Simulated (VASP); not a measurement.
A run of VASP 6.6.1:

The input POSCAR:

```
Cd2PdO2
1.0
    0.0000000000      3.0926300000      0.0000000000
    4.6833400000      0.0000000000      0.0000000000
    2.3416700000      1.5463150000     -5.0880180000
Pd O Cd
1 2 2
Direct
    0.0000000000      0.0000000000      0.0000000000
    0.3627000000      0.8627000000      0.2746000000
    0.6373000000      0.1373000000      0.7254000000
    0.3575800000      0.3575800000      0.2848400000
    0.6424200000      0.6424200000      0.7151600000
```

The input INCAR.step1:

```
SYSTEM = Cd2PdO2
  PREC = Accurate
  ENCUT = 520
  ISMEAR = -1
  SIGMA = 0.1
  LREAL = .False.
  LASPH = .True.
  NELM = 100
  NBANDS = 31
  GGA = PE
  ALGO = Normal
  EDIFF = 1E-4
  LWAVE = .True.
  LCHARG = .False.
```

File INCAR.step2:

```
SYSTEM = Cd2PdO2
  PREC = Accurate
  ENCUT = 520
  EDIFF = 1E-6
  ISMEAR = -1
  SIGMA = 0.1
  LREAL = .False.
  LASPH = .True.
  NELM = 100
  ALGO = Normal
  ISIF = 2
  LWAVE = .False.
  LCHARG = .True.
  METAGGA = R2SCAN
  LMIXTAU = .True.
  LELF = .True.
  LVHAR = .True.
  NBANDS = 31
  ISTART = 1
```

File KPOINTS:

```
regular mesh
0
Gamma
  8 8 8
  0 0 0
```

Potentials or basis: VASP PAW PBE potentials, release 64 (Pd, O, Cd).

Run with:

```console
$ cat potpaw_PBE.64/Pd/POTCAR potpaw_PBE.64/O/POTCAR potpaw_PBE.64/Cd/POTCAR > POTCAR
$ cp INCAR.step1 INCAR
$ mpirun -np 1 vasp_std > vasp.out
$ cp INCAR.step2 INCAR
$ mpirun -np 1 vasp_std > vasp.out
```

Hardware: 1 thread of Intel(R) Xeon(R) 6975P-C (Granite Rapids) (shared host).

Task: Estimate the wall time of this run.

Result: It took 4.3 min on 1 thread of Intel(R) Xeon(R) 6975P-C (Granite Rapids) (shared host), peak memory 0.35 GiB. Counts: k points 95.
